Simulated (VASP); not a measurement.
**BaTiO3: electric field gradients with r2SCAN**

The system is BaTiO3.

```
CELL_PARAMETERS angstrom
3.98410 0.00000 0.00000
0.00000 2.83705 2.84580
0.00000 -2.83705 2.84580
ATOMIC_POSITIONS crystal
Ba 0.00000 0.00671 0.00671
Ti 0.50000 0.52029 0.52029
O 0.00000 0.49180 0.49180
O 0.50000 0.49323 0.98419
O 0.50000 0.98419 0.49323
```

| Property | Result |
| --- | --- |
| Program | VASP 6.6.1 |
| Task | electric field gradients |
| Functional | r2SCAN |
| Potentials or basis | VASP PAW PBE potentials, release 64 (Ba_sv, Ti_sv, O) |
| Cutoff | 520 eV |
| k mesh | 8 × 8 × 8 |
| Occupations | fermi-dirac, width 0.02 eV |
| Spin | no spin polarisation |
| Dipole correction | no |
| Further INCAR settings | ALGO = Normal; EDIFF = 1e-08; NBANDS = 28 |

```json
{
  "Pressure": "2.8 GPa",
  "Largest force": "0.121 eV/Å",
  "Band gap on the k mesh": "2.52 eV (least direct gap 2.91 eV)",
  "Largest electric field gradient by atom": "Ba +5.4; Ti +8.3; O +31.5, +22.8 (each value once) V/Å²"
}
```

Forces in eV/Å, atoms in the order of the input:
```
Ba   0.000  0.000 -0.038
Ti   0.000  0.000 -0.121
O    0.000  0.000  0.059
O    0.000  0.003  0.051
O    0.000 -0.003  0.051
```

Stress tensor (GPa, compression positive):
```
1.98 0.00 0.00
0.00 3.18 0.00
0.00 0.00 3.39
```

Levels at points of the mesh, in eV from the valence-band top:
| k point | band 16 | band 17 | band 18 | band 19 | band 20 | band 21 | band 22 | band 23 | band 24 | band 25 |
| --- | --- | --- | --- | --- | --- | --- | --- | --- | --- | --- |
| (0.00, 0.00, 0.00) | -1.35 | -1.16 | -0.46 | -0.45 | -0.38 | 2.52 | 2.67 | 2.78 | 4.57 | 4.68 |
| (0.50, 0.00, 0.00) | -2.15 | -1.67 | -1.57 | -1.14 | -1.04 | 2.89 | 3.99 | 4.15 | 4.63 | 6.33 |
| (0.00, 0.50, 0.00) | -1.90 | -1.88 | -1.73 | -0.93 | -0.81 | 2.72 | 4.09 | 4.11 | 4.58 | 6.50 |
| (0.50, 0.50, 0.00) | -2.64 | -1.76 | -0.97 | -0.94 | -0.09 | 4.09 | 4.14 | 4.49 | 5.24 | 8.17 |
| (0.00, 0.50, 0.50) | -2.74 | -1.69 | -0.89 | -0.84 | -0.22 | 4.10 | 4.12 | 4.46 | 5.39 | 8.14 |
| (0.50, 0.50, 0.50) | -2.45 | -2.41 | -0.14 | -0.02 | 0.00 | 4.64 | 4.70 | 4.78 | 7.15 | 7.30 |

Electric field gradients, principal values (V/Å²):
| atom | least | middle | greatest (by size) |
| --- | --- | --- | --- |
| 1 Ba | -1.001 | -4.413 | 5.414 |
| 2 Ti | -2.869 | -5.449 | 8.317 |
| 3 O | -15.716 | -15.822 | 31.539 |
| 4 O | -11.267 | -11.532 | 22.798 |
| 5 O | -11.267 | -11.532 | 22.798 |

Wall time 22 min on 1 thread of Intel Xeon 8259CL (shared host), peak memory 0.31 GiB.

Caveat: without QUAD_EFG the Cq values of the log hold for a quadrupole moment of 1 mb, not for the nuclei; the PAW data sets were made with another functional, which shifts forces and pressure a little; spin-orbit coupling is left out, which moves the levels of the heavy elements. A k mesh can miss the band edges.
